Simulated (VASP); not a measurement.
# Hf12H (a cell with a defect) in VASP: single point with LDA

Aim: the single point of Hf12H (a cell with a defect) with LDA.

Everything below comes from runs of VASP 6.6.1. Logs are shortened: lines on timing, memory, paths and dates and some standing lists are left out, and cuts for length are marked.

**1. The cell of the first run**

The cell holds a defect, 13 atoms: a = 6.400 Å, b = 9.600 Å, c = 5.062 Å, α = 90.00°, β = 90.00°, γ = 120.00°.

**2. Single point, LDA**

Contents of INCAR:

```
  PREC = Accurate
  ENCUT = 520
  EDIFF = 1E-7
  ISMEAR = -1
  SIGMA = 0.05
  LREAL = False
  LASPH = True
  NELM = 80
  ALGO = Normal
  ISIF = 2
  LWAVE = False
  LCHARG = False
  NBANDS = 72
```

Contents of KPOINTS:

```
Automatic mesh
0
Gamma
  3 2 3
```

Contents of POSCAR:

```
Hf12H
1.0
    6.4000000000      0.0000000000      0.0000000000
   -4.8000000000      8.3138440000      0.0000000000
    0.0000000000      0.0000000000      5.0624000000
Hf H
12 1
Direct
    0.0212950870      0.0238517826     -0.0166719343
    0.1951734967      0.2509188289      0.5186670354
    0.0241994354      0.3561409139      0.0363068900
    0.2015789328      0.5862510771      0.5484947851
   -0.0181364515      0.6464638980      0.0303610936
    0.1715924796      0.9019774728      0.4900244943
    0.4627973119     -0.0132910841     -0.0017383059
    0.7069434663      0.2305912885      0.5515368205
    0.4840866421      0.3229071895      0.0453144753
    0.6755900798      0.5749326064      0.5350821745
    0.4970495983      0.6828369645      0.0350229140
    0.6856649273      0.9090740697      0.4696389064
    0.8792999261      0.4646707347      0.3124209861
```

Potentials or basis: VASP PAW LDA potentials, release 64 (Hf_pv, H).

Command:

```console
$ cat potpaw_LDA.64/Hf_pv/POTCAR potpaw_LDA.64/H/POTCAR > POTCAR
$ mpirun -np 1 vasp_std > vasp.out
```

OUTCAR:

```text
PREC = Accurate
   ENCUT = 520
   EDIFF = 1E-7
   ISMEAR = -1
   LREAL = False
   LASPH = True
   NELM = 80
   ISIF = 2

 ion  position               nearest neighbor table
   1  0.021  0.024  0.983-   9 2.93   2 3.02   7 3.02  12 3.09   6 3.11   6 3.16   3 3.19  12 3.20
                             2 3.30  11 3.33   7 3.41   5 3.51
   2  0.195  0.251  0.519-   9 2.89   1 3.02   8 3.04   3 3.05  10 3.09   9 3.12   3 3.19   4 3.20
                             6 3.28  12 3.28   1 3.30   8 3.38
   3  0.024  0.356  0.036-  13 2.21   5 2.93   8 3.03   2 3.05  11 3.08   9 3.12   4 3.12   8 3.15
                             1 3.19   2 3.19   4 3.22   9 3.31   7 3.58
   4  0.202  0.586  0.548-  13 2.15  11 2.96   5 3.01  11 3.07  10 3.09   3 3.12  12 3.12   6 3.15
                             5 3.16   2 3.20   3 3.22   8 3.30  10 3.31
   5  0.982  0.646  0.030-  13 2.09   3 2.93   4 3.01  10 3.04  10 3.08  11 3.14   9 3.15   6 3.15
                             4 3.16   7 3.18  11 3.29   6 3.46   1 3.51
   6  0.172  0.902  0.490-   7 2.97   7 3.04   1 3.11   4 3.15  12 3.15   5 3.15   1 3.16  10 3.17
                            12 3.26   2 3.28   8 3.31   5 3.46
   7  0.463  0.987  0.998-   6 2.97   1 3.02  11 3.04   6 3.04  12 3.06   8 3.06   9 3.17   5 3.18
                            12 3.29   1 3.41   8 3.48   3 3.58
   8  0.707  0.231  0.552-  13 2.29   3 3.03   2 3.04  12 3.05   7 3.06   3 3.15   9 3.21   9 3.26
                             4 3.30   6 3.31   2 3.38  10 3.41   7 3.48
   9  0.484  0.323  0.045-   2 2.89   1 2.93   3 3.12   2 3.12   5 3.15   7 3.17   8 3.21  10 3.25
                             8 3.26   3 3.31  10 3.33  11 3.41
  10  0.676  0.575  0.535-  13 2.34   5 3.04   5 3.08   4 3.09   2 3.09  11 3.16  11 3.16   6 3.17
                            12 3.19   9 3.25   4 3.31   9 3.33   8 3.41
  11  0.497  0.683  0.035-  12 2.90   4 2.96   7 3.04   4 3.07   3 3.08   5 3.14  10 3.16  10 3.16
                             5 3.29   1 3.33   9 3.41  12 3.43
  12  0.686  0.909  0.470-  11 2.90   8 3.05   7 3.06   1 3.09   4 3.12   6 3.15  10 3.19   1 3.20
                             6 3.26   2 3.28   7 3.29  11 3.43
  13  0.879  0.465  0.312-   5 2.09   4 2.15   3 2.21   8 2.29  10 2.34

  LATTYP: Found a simple monoclinic cell.
 ALAT       =     6.4000000000
 B/A-ratio  =     0.7910000000
 C/A-ratio  =     1.3228756745
 COS(beta)  =    -0.1889822338

  Lattice vectors:

 A1 = (   6.4000000000,   0.0000000000,   0.0000000000)
 A2 = (   0.0000000000,   0.0000000000,   5.0624000000)
 A3 = (  -1.6000000000,  -8.3138440000,   0.0000000000)

Analysis of symmetry for initial positions (statically):
=====================================================================
 Subroutine PRICEL returns:
 Original cell was already a primitive cell.

 Routine SETGRP: Setting up the symmetry group for a
 simple monoclinic supercell.

 Subroutine GETGRP returns: Found  1 space group operations
 (whereof  1 operations were pure point group operations)
 out of a pool of  4 trial point group operations.

The static configuration has the point symmetry C_1 .

Analysis of symmetry for dynamics (positions and initial velocities):
=====================================================================
 Subroutine PRICEL returns:
 Original cell was already a primitive cell.

 Routine SETGRP: Setting up the symmetry group for a
 simple monoclinic supercell.

 Subroutine GETGRP returns: Found  1 space group operations
 (whereof  1 operations were pure point group operations)
 out of a pool of  4 trial point group operations.

The dynamic configuration has the point symmetry C_1 .

 Subroutine INISYM returns: Found  1 space group operations
 (whereof  1 operations are pure point group operations),
 and found     1 'primitive' translations

----------------------------------------------------------------------------------------

                                     Primitive cell

  volume of cell :     269.3632

  direct lattice vectors                    reciprocal lattice vectors
     6.400000000  0.000000000  0.000000000     0.156250000  0.090210978  0.000000000
    -4.800000000  8.313844000  0.000000000     0.000000000  0.120281304  0.000000000
     0.000000000  0.000000000  5.062400000     0.000000000  0.000000000  0.197534766

  length of vectors
     6.400000000  9.600000107  5.062400000     0.180421958  0.120281304  0.197534766

  position of ions in fractional coordinates (direct lattice)
     0.021295087  0.023851783  0.983328066
     0.195173497  0.250918829  0.518667035
     0.024199435  0.356140914  0.036306890
     0.201578933  0.586251077  0.548494785
     0.981863549  0.646463898  0.030361094
     0.171592480  0.901977473  0.490024494
     0.462797312  0.986708916  0.998261694
     0.706943466  0.230591289  0.551536820
     0.484086642  0.322907190  0.045314475
     0.675590080  0.574932606  0.535082174
     0.497049598  0.682836964  0.035022914
     0.685664927  0.909074070  0.469638906
[... 34 lines left out ...]
     0.060140653  0.060140652  0.065844922

  Shift w.r.t. Gamma in fractional coordinates (k-lattice)
     0.000000000  0.000000000  0.000000000

 -----------------------------------------------------------------------------
|                                                                             |
|           W    W    AA    RRRRR   N    N  II  N    N   GGGG   !!!           |
|           W    W   A  A   R    R  NN   N  II  NN   N  G    G  !!!           |
|           W    W  A    A  R    R  N N  N  II  N N  N  G       !!!           |
|           W WW W  AAAAAA  RRRRR   N  N N  II  N  N N  G  GGG   !            |
|           WW  WW  A    A  R   R   N   NN  II  N   NN  G    G                |
|           W    W  A    A  R    R  N    N  II  N    N   GGGG   !!!           |
|                                                                             |
|     Your reciprocal lattice and k-lattice belong to different lattice       |
|     classes:                                                                |
|                                                                             |
|        The reciprocal lattice is simple monoclinic,                         |
|        whereas your k-lattice is hexagonal.                                 |
|                                                                             |
|     Results are often still useful ...                                      |
|                                                                             |
 -----------------------------------------------------------------------------

 Subroutine IBZKPT returns following result:
 ===========================================

 Found     10 irreducible k-points:

 Following reciprocal coordinates:
            Coordinates               Weight
  0.000000  0.000000  0.000000      1.000000
  0.333333  0.000000  0.000000      2.000000
  0.000000  0.500000  0.000000      1.000000
  0.333333  0.500000  0.000000      2.000000
  0.000000  0.000000  0.333333      2.000000
  0.333333  0.000000  0.333333      2.000000
 -0.333333 -0.000000  0.333333      2.000000
  0.000000  0.500000  0.333333      2.000000
  0.333333  0.500000  0.333333      2.000000
 -0.333333  0.500000  0.333333      2.000000
   k-points           NKPTS =     10   k-points in BZ     NKDIM =     10   number of bands    NBANDS=     72
   number of dos      NEDOS =    301   number of ions     NIONS =     13
   total plane-waves  NPLWV = 138240
   dimension x,y,z NGX =    48 NGY =   72 NGZ =   40
   dimension x,y,z NGXF=    96 NGYF=  144 NGZF=   80
   ions per type =              12   1
   NGX,Y,Z   is equivalent  to a cutoff of  12.47, 12.47, 13.14 a.u.
   NGXF,Y,Z  is equivalent  to a cutoff of  24.94, 24.94, 26.27 a.u.
 SYSTEM =  unknown system
   PREC   = accura    normal or accurate (medium, high low for compatibility)
   ISTART =      0    job   : 0-new  1-cont  2-samecut
   ICHARG =      2    charge: 1-file 2-atom 10-const
   ISPIN  =      1    spin polarized calculation?
   LNONCOLLINEAR =      F non collinear calculations
   LSORBIT =      F    spin-orbit coupling
   LASPH  =      T    aspherical Exc in radial PAW
   ENCUT  =  520.0 eV  38.22 Ry    6.18 a.u.  11.90 17.85  9.41*2*pi/ulx,y,z
   NELM   =     80;   NELMIN=  2; NELMDL= -5     # of ELM steps
   EDIFF  = 0.1E-06   stopping-criterion for ELM
   LREAL  =      F    real-space projection
   EDIFFG = 0.1E-05   stopping-criterion for IOM
   NSW    =      0    number of steps for IOM
   IBRION =     -1    ionic relax: 0-MD 1-quasi-New 2-CG
   NFREE  =      0    steps in history (QN), initial steepest desc. (CG)
   ISIF   =      2    stress and relaxation
   ISYM   =      2    0-nonsym 1-usesym 2-fastsym
   POTIM  = 0.5000    time-step for ionic-motion
   TEBEG  =    0.0;   TEEND  =   0.0 temperature during run
   PSTRESS=    0.0 pullay stress
   NELECT =     121.0000    total number of electrons
   NUPDOWN=      -1.0000    fix difference up-down
   EMIN   =  10.00;   EMAX   =-10.00  energy-range for DOS
   EFERMI =   0.00;   METHOD = LEGACY
   ISMEAR =    -1;   SIGMA  =   0.05  broadening in eV -4-tet -1-fermi 0-gaus
   EFERMI_NEDOS =   21; number of points for ismear=-14 and -15
   IALGO  =     38    algorithm
   IMIX   =      4    mixing-type and parameters
     AMIX     =   0.40;   BMIX     =  1.00
     AMIX_MAG =   1.60;   BMIX_MAG =  1.00
  volume/ion in A,a.u.               =      20.72       139.83
  Fermi-wavevector in a.u.,A,eV,Ry     =   1.253787  2.369314 21.388120  1.571982
  Thomas-Fermi vector in A             =   2.387623
   LORBIT       =      0    0 simple, 1 ext, 2 COOP (PROOUT), +10 PAW based schemes
   GGA     = CA    functional components
   LHFCALC =     F    Hartree Fock is set to
   AEXX    =    0.0000 exact exchange contribution
   IVDW    =     0    specifies the selected vdW correction
   LEPSILON=     F    determine dielectric tensor
   LRPA    =     F    only Hartree local field effects (RPA)
 non-spin polarized calculation
  energy-cutoff  :      520.00
  volume of cell :      269.36
 maximum number of plane-waves:      7282
   NGX = 23   NGY = 35   NGZ = 19

 number of electron     121.0000002 magnetization

 Free energy of the ion-electron system (eV)
  ---------------------------------------------------
  ext. energy  EPLUGINS =         0.00000000
  ---------------------------------------------------
  free energy    TOTEN  =      -130.79235978 eV

  energy without entropy =     -130.65679205  energy(sigma->0) =     -130.72457592

 E-fermi :   4.7351     XC(G=0): -11.4863

 val. band max:        4.6960672130   @ k =   0.3333   0.5000   0.0000
 cond. band min:       4.7473855369   @ k =   0.0000   0.5000   0.0000
 fundamental gap:      0.0513183239
 Fermi energy:         4.7350594529

 k-point     1 :       0.0000    0.0000    0.0000
  band No.  band energies     occupation
      1     -26.1386      2.00000
      2     -25.9959      2.00000
      3     -25.9473      2.00000
      4     -25.9421      2.00000
      5     -25.9130      2.00000
      6     -25.8936      2.00000
[... 739 lines left out ...]
     71       5.6590      0.00000
     72       5.8311      0.00000

------------------------ aborting loop because EDIFF is reached ----------------------------------------

  FORCE on cell =-STRESS in cart. coord.  units (eV):
  Direction    XX          YY          ZZ          XY          YZ          ZX
  --------------------------------------------------------------------------------------
  -------------------------------------------------------------------------------------
  Total       -8.3801889    -12.5386303     -9.9023902      2.1501376      0.0794318     -0.1391974
  in kB      -49.8455150    -74.5799999    -58.8995961     12.7890576      0.4724616     -0.8279488
  external PRESSURE =     -61.1083703 kB  Pullay stress =       0.0000000 kB

 VOLUME and BASIS-vectors are now :
 -----------------------------------------------------------------------------
  energy-cutoff  :      520.00
  volume of cell :      269.36
      direct lattice vectors                 reciprocal lattice vectors
     6.400000000  0.000000000  0.000000000     0.156250000  0.090210978  0.000000000
    -4.800000000  8.313844000  0.000000000     0.000000000  0.120281304  0.000000000
     0.000000000  0.000000000  5.062400000     0.000000000  0.000000000  0.197534766

 POSITION                                       TOTAL-FORCE (eV/Angst)
 -----------------------------------------------------------------------------------
      0.02180      0.19830      4.97800        -0.758765     -0.566387      0.096253
      0.04470      2.08610      2.62570        -0.044150     -0.379893      0.312741
     -1.55460      2.96090      0.18380         0.540866     -0.658350      0.103356
     -1.52390      4.87400      2.77670         0.068735     -0.147462     -0.427027
      3.18090      5.37460      0.15370        -0.270046      1.140787      0.223578
     -3.23130      7.49890      2.48070         0.045590     -0.054971      0.111689
     -1.77430      8.20334      5.05360         0.462729      0.462329     -0.150278
      3.41760      1.91710      2.79210        -0.708816      0.251123     -0.251073
      1.54820      2.68460      0.22940         0.208680      0.595976     -0.539659
      1.56410      4.77990      2.70880        -0.237351     -0.139535     -0.087345
     -0.09650      5.67700      0.17730         0.529502     -0.511701     -0.338526
      0.02470      7.55790      2.37750         0.179740      0.211472      0.989936
      3.39710      3.86320      1.58160        -0.016715     -0.203388     -0.043646
 -----------------------------------------------------------------------------------
    total drift:                                0.000066     -0.000379      0.000116

  FREE ENERGIE OF THE ION-ELECTRON SYSTEM (eV)
  ---------------------------------------------------
  free  energy   TOTEN  =      -130.7923597802 eV

  energy  without entropy=     -130.6567920537  energy(sigma->0) =     -130.72457592
```

Wall time 8.8 min (1 thread of Intel Xeon 8259CL, shared host); peak memory 0.35 GiB.

What came out:

| Item | Value |
| --- | --- |
| Free energy | -130.7924 eV |
| Pressure | -6.1 GPa |
| Largest force | 1.193 eV/Å |
| Band gap on the k mesh | zero (an odd number of electrons rules out a gap without spin polarisation) |

Forces on the atoms (eV/Å):
```
Hf  -0.759 -0.566  0.096
Hf  -0.044 -0.380  0.313
Hf   0.541 -0.658  0.103
Hf   0.069 -0.147 -0.427
Hf  -0.270  1.141  0.224
Hf   0.046 -0.055  0.112
Hf   0.463  0.462 -0.150
Hf  -0.709  0.251 -0.251
Hf   0.209  0.596 -0.540
Hf  -0.237 -0.140 -0.087
Hf   0.530 -0.512 -0.339
Hf   0.180  0.211  0.990
H   -0.017 -0.203 -0.044
```

Stress tensor (GPa, compression positive):
```
-4.98  1.28 -0.08
 1.28 -7.46  0.05
-0.08  0.05 -5.89
```

Caveat: the k points lie up to 0.41 Å⁻¹ apart, too coarse for converged energies and pressures of a metal; spin-orbit coupling is left out, which moves the levels of the heavy elements.
